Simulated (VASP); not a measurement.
Crystal: Ni3Ge.

```
CELL_PARAMETERS angstrom
3.53033 0.00000 0.00000
0.00000 3.53033 0.00000
0.00000 0.00000 3.53033
ATOMIC_POSITIONS crystal
Ni 0.50000 0.00000 0.50000
Ni 0.00000 0.50000 0.50000
Ni 0.50000 0.50000 0.00000
Ge 0.00000 0.00000 0.00000
```

Base run:

* Program: VASP 6.6.1
* Functional: PBEsol
* Potentials or basis: VASP PAW PBE potentials, release 64 (Ni, Ge_d)
* Cutoff: 520 eV
* k mesh: 12 × 12 × 12
* Occupations: fermi-dirac, width 0.2 eV
* Spin: no spin polarisation

Its results: band gap on the k mesh zero (band 22 reaches 10.19 eV, above the bottom of band 23 at 9.97 eV); pressure 0.2 GPa.

Question: The run is repeated on the same cell with these changes: occupations from fermi-dirac, width 0.2 eV to gaussian, width 0.3 eV. What comes out?

Answer: Band gap on the k mesh zero (band 22 reaches 10.21 eV, above the bottom of band 23 at 9.98 eV); pressure -0.5 GPa.

Caveats: the PAW data sets were made with another functional, which shifts forces and pressure a little.
